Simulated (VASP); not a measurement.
# ZnS in VASP: a series of runs, part 2 of 2

VASP 6.6.1. The steps go on from the part before.

### 3 Single point, HSE06 (epitaxial xy strain -3.0%)

The input, POSCAR:

```
ZnS
1.0
    0.0000000000      2.6132632566      2.7886568426
    2.6132632566      0.0000000000      2.7886568426
    2.6132632566      2.6132632566      0.0000000000
Zn S
1 1
Direct
    0.0000000000      0.0000000000      0.0000000000
    0.2500000000      0.2500000000      0.2500000000
```

The input, INCAR.step1:

```
SYSTEM = ZnS
ALGO = Normal ; EDIFF = 1E-5
ENCUT = 520 ; GGA = PE
ISIF = 2 ; ISMEAR = 0
LASPH = .True. ; LCHARG = .False.
LREAL = .False. ; LWAVE = .True.
NBANDS = 16 ; NELM = 100
PREC = Accurate ; SIGMA = 0.01
```

The input, INCAR.step2:

```
SYSTEM = ZnS
ALGO = Normal ; EDIFF = 1E-7
ENCUT = 520 ; GGA = PE
HFSCREEN = 0.2079 ; ISIF = 2
ISMEAR = 0 ; ISTART = 1
LASPH = .True. ; LCHARG = .False.
LHFCALC = .True. ; LREAL = .False.
LWAVE = .False. ; NBANDS = 16
NELM = 100 ; PREC = Accurate
PRECFOCK = Normal ; SIGMA = 0.01
```

The input, KPOINTS:

```
k-points
0
Gamma
  6 6 6
  0 0 0
```

Potentials or basis: VASP PAW PBE potentials, release 64 (Zn, S).

On the command line:

```sh
$ cat potpaw_PBE.64/Zn/POTCAR potpaw_PBE.64/S/POTCAR > POTCAR
$ cp INCAR.step1 INCAR
$ mpirun -np 1 vasp_std > vasp.out
$ cp INCAR.step2 INCAR
$ mpirun -np 1 vasp_std > vasp.out
```

Run time: 75 min. Hardware: 1 thread of Intel Xeon Platinum 8488C (Sapphire Rapids), shared host; peak memory 0.28 GiB.

It converged, with:

- Free energy: -8.3367 eV
- Pressure: 3.8 GPa
- Band gap on the k mesh: 3.39 eV

Stress tensor (GPa, compression positive):
```
4.82 0.00 0.00
0.00 4.82 0.00
0.00 0.00 1.79
```

Levels at points of the mesh, in eV from the valence-band top:
| k point | band 5 | band 6 | band 7 | band 8 | band 9 | band 10 | band 11 | band 12 | band 13 | band 14 |
| --- | --- | --- | --- | --- | --- | --- | --- | --- | --- | --- |
| (0.00, 0.00, 0.00) | -7.59 | -7.57 | -0.28 | 0.00 | 0.00 | 3.39 | 7.58 | 7.62 | 7.62 | 12.42 |
| (0.50, 0.00, 0.00) | -7.54 | -7.33 | -5.92 | -1.26 | -0.84 | 4.45 | 7.87 | 8.41 | 10.28 | 13.67 |
| (0.50, 0.50, 0.00) | -7.52 | -7.37 | -5.54 | -2.30 | -2.30 | 4.47 | 5.60 | 12.21 | 13.97 | 13.97 |
| (0.50, 0.00, 0.50) | -7.51 | -7.25 | -5.09 | -2.77 | -2.60 | 4.10 | 4.96 | 12.95 | 13.33 | 13.86 |

Caveat: the cell differs from its parent crystal (epitaxial xy strain -3.0%); the cell stands under pressure; the PAW data sets were made with another functional, which shifts forces and pressure a little.

### 4 Single point, HSE06 (epitaxial xy strain -2.0%)

The input, POSCAR:

```
ZnS
1.0
    0.0000000000      2.6402041149      2.7581630583
    2.6402041149      0.0000000000      2.7581630583
    2.6402041149      2.6402041149      0.0000000000
Zn S
1 1
Direct
    0.0000000000      0.0000000000      0.0000000000
    0.2500000000      0.2500000000      0.2500000000
```

The input, INCAR.step1:

```
SYSTEM = ZnS
  ALGO = Normal
  EDIFF = 1E-5
  ENCUT = 520
  GGA = PE
  ISIF = 2
  ISMEAR = 0
  LASPH = .True.
  LCHARG = .False.
  LREAL = .False.
  LWAVE = .True.
  NBANDS = 16
  NELM = 60
  PREC = Accurate
  SIGMA = 0.01
```

The input, INCAR.step2:

```
SYSTEM = ZnS
  ALGO = Normal
  EDIFF = 1E-6
  ENCUT = 520
  GGA = PE
  HFSCREEN = 0.2079
  ISIF = 2
  ISMEAR = 0
  ISTART = 1
  LASPH = .True.
  LCHARG = .False.
  LHFCALC = .True.
  LREAL = .False.
  LWAVE = .False.
  NBANDS = 16
  NELM = 60
  PREC = Accurate
  PRECFOCK = Normal
  SIGMA = 0.01
```

KPOINTS is that of step 3.

Potentials or basis: VASP PAW PBE potentials, release 64 (Zn, S).

On the command line:

```sh
$ cat potpaw_PBE.64/Zn/POTCAR potpaw_PBE.64/S/POTCAR > POTCAR
$ cp INCAR.step1 INCAR
$ mpirun -np 1 vasp_std > vasp.out
$ cp INCAR.step2 INCAR
$ mpirun -np 1 vasp_std > vasp.out
```

OUTCAR:

```text
SYSTEM = ZnS
   EDIFF = 1E-6
   ENCUT = 520
   GGA = PE
   HFSCREEN = 0.2079
   ISIF = 2
   ISMEAR = 0
   ISTART = 1
   LASPH = .True.
   LHFCALC = .True.
   LREAL = .False.
   NELM = 60
   PREC = Accurate
   PRECFOCK = Normal

 ion  position               nearest neighbor table
   1  0.000  0.000  0.000-   2 2.32   2 2.32   2 2.32   2 2.32
   2  0.250  0.250  0.250-   1 2.32   1 2.32   1 2.32   1 2.32

  LATTYP: Found a body centered tetragonal cell.
 ALAT       =     3.7338124667
 C/A-ratio  =     1.4773977445
[... 655 lines left out ...]

  FORCE on cell =-STRESS in cart. coord.  units (eV):
  Direction    XX          YY          ZZ          XY          YZ          ZX
  --------------------------------------------------------------------------------------
  -------------------------------------------------------------------------------------
  Total        0.8733801      0.8733801      0.4023186      0.0000000      0.0000000      0.0000000
  in kB       36.3905748     36.3905748     16.7631545      0.0000000      0.0000000      0.0000000
  external PRESSURE =      29.8481013 kB  Pullay stress =       0.0000000 kB

 VOLUME and BASIS-vectors are now :
 -----------------------------------------------------------------------------
  energy-cutoff  :      520.00
  volume of cell :       38.45
      direct lattice vectors                 reciprocal lattice vectors
     0.000000000  2.640204115  2.758163058    -0.189379297  0.189379297  0.181280073
     2.640204115  0.000000000  2.758163058     0.189379297 -0.189379297  0.181280073
     2.640204115  2.640204115  0.000000000     0.189379297  0.189379297 -0.181280073

 POSITION                                       TOTAL-FORCE (eV/Angst)
 -----------------------------------------------------------------------------------
      0.00000      0.00000      0.00000         0.000000      0.000000     -0.000000
      1.32010      1.32010      1.37908        -0.000000     -0.000000      0.000000
 -----------------------------------------------------------------------------------
    total drift:                                0.000001      0.000002      0.000010

  FREE ENERGIE OF THE ION-ELECTRON SYSTEM (eV)
  ---------------------------------------------------
  free  energy   TOTEN  =        -8.3529664662 eV

  energy  without entropy=       -8.3529664662  energy(sigma->0) =       -8.35296647
```

OSZICAR.step1:

```text
N       E                     dE             d eps       ncg     rms          rms(c)
DAV:   1     0.902945514168E+02    0.90295E+02   -0.90002E+03   960   0.136E+03
DAV:   2    -0.140777590657E+01   -0.91702E+02   -0.86274E+02  1080   0.262E+02
DAV:   3    -0.719253961604E+01   -0.57848E+01   -0.57602E+01  1184   0.643E+01
DAV:   4    -0.725100679317E+01   -0.58467E-01   -0.58457E-01  1168   0.670E+00
DAV:   5    -0.725169496551E+01   -0.68817E-03   -0.68815E-03  1248   0.694E-01    0.720E+00
DAV:   6    -0.684226444551E+01    0.40943E+00   -0.74045E-01  1432   0.304E+01    0.561E+00
DAV:   7    -0.682058051864E+01    0.21684E-01   -0.25985E-01  1120   0.466E+00    0.281E+00
DAV:   8    -0.681985362212E+01    0.72690E-03   -0.54352E-03  1256   0.980E-01    0.746E-01
DAV:   9    -0.682006416112E+01   -0.21054E-03   -0.13821E-03  1168   0.292E-01    0.959E-02
DAV:  10    -0.682022785236E+01   -0.16369E-03   -0.22234E-04  1176   0.110E-01    0.341E-02
DAV:  11    -0.682022221527E+01    0.56371E-05   -0.27061E-05  1120   0.418E-02
   1 F= -.68202222E+01 E0= -.68202222E+01  d E =-.166029E-72
```

It took 2 h on 1 thread of Oxide Virtual Turin-like, shared host; peak memory 0.25 GiB.

Results:

| Quantity | Value |
| --- | --- |
| Free energy | -8.3530 eV |
| Pressure | 3.0 GPa |
| Band gap on the k mesh | 3.38 eV |

Stress tensor (GPa, compression positive):
```
3.64 0.00 0.00
0.00 3.64 0.00
0.00 0.00 1.68
```

Caveat: the cell differs from its parent crystal (epitaxial xy strain -2.0%); the PAW data sets were made with another functional, which shifts forces and pressure a little.

### 5 Overview

```csv
cell,gap on the mesh (eV),pressure (GPa)
"a = 3.810 Å, angles 60.0°, 2 atoms",3.37,1.6
"a = 3.822, b = 3.822, c = 3.696 Å, angles 61.1, 61.1, 57.8°, 2 atoms",3.39,3.8
"a = 3.818, b = 3.818, c = 3.734 Å, angles 60.7, 60.7, 58.5°, 2 atoms",3.38,3.0
```

Alike in all rows: task single point; level HSE06; potentials or basis VASP PAW PBE potentials, release 64 (Zn, S); no spin polarisation; k mesh 6 × 6 × 6; cutoff (eV) 520; smearing gaussian 0.01 eV.

Caveats: the PAW data sets were made with another functional, which shifts forces and pressure a little; the cell stands under pressure (at least some runs).

Absolute energies hang on the potentials; compare differences alone.
